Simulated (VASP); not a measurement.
FeGe: single point with PBEsol

FeGe:

```
CELL_PARAMETERS angstrom
4.76963 0.00000 0.00000
-2.38481 4.13062 0.00000
0.00000 0.00000 3.81159
ATOMIC_POSITIONS crystal
Ge 0.66667 0.33333 0.50000
Ge 0.33333 0.66667 0.50000
Ge 0.00000 0.00000 0.00000
Fe 0.00000 0.50000 0.00000
Fe 0.50000 0.50000 0.00000
Fe 0.50000 0.00000 0.00000
```

| Quantity | Value |
| --- | --- |
| Program | VASP 6.6.1 |
| Task | single point |
| Functional | PBEsol |
| Potentials or basis | VASP PAW PBE potentials, release 64 (Ge_d, Fe) |
| Cutoff | 520 eV |
| k mesh | 6 × 6 × 7 |
| Occupations | fermi-dirac, width 0.05 eV |
| Spin | collinear spin, ferromagnetic start |
| Starting moments | [0.0, 0.0, 0.0, 3.0, 3.0, 3.0] μB |

| Property | Result |
| --- | --- |
| Pressure | 20.3 GPa |
| Net moment | 3.20 μB per cell |
| Site moments | Ge -0.05, -0.06 (each value once); Fe +1.12 μB |
| Valence electrons inside the program's atomic spheres | Ge 12.62, 12.49 (each value once); Fe 7.82 |

Levels at points of the mesh, in eV from the Fermi level:
Spin up:
```tsv
k point	band 30	band 31	band 32	band 33	band 34	band 35	band 36	band 37	band 38	band 39
(0.00, 0.00, 0.00)	-1.24	-1.24	-0.99	-0.92	-0.92	0.47	0.74	1.97	1.97	3.38
(0.50, 0.00, 0.00)	-1.86	-1.61	-1.07	-0.94	0.98	1.09	1.61	2.04	3.04	3.88
```
Spin down:
```tsv
k point	band 28	band 29	band 30	band 31	band 32	band 33	band 34	band 35
(0.00, 0.00, 0.00)	-1.92	-1.92	0.15	0.15	0.26	0.34	0.34	1.35
(0.50, 0.00, 0.00)	-1.94	-1.13	-0.71	-0.48	0.14	0.33	1.77	1.87
```

Wall time 2.8 min on 1 thread of Intel(R) Xeon(R) Platinum 8488C (Sapphire Rapids) (shared host), peak memory 0.29 GiB.

Caveat: the cell stands under pressure; the PAW data sets were made with another functional, which shifts forces and pressure a little.
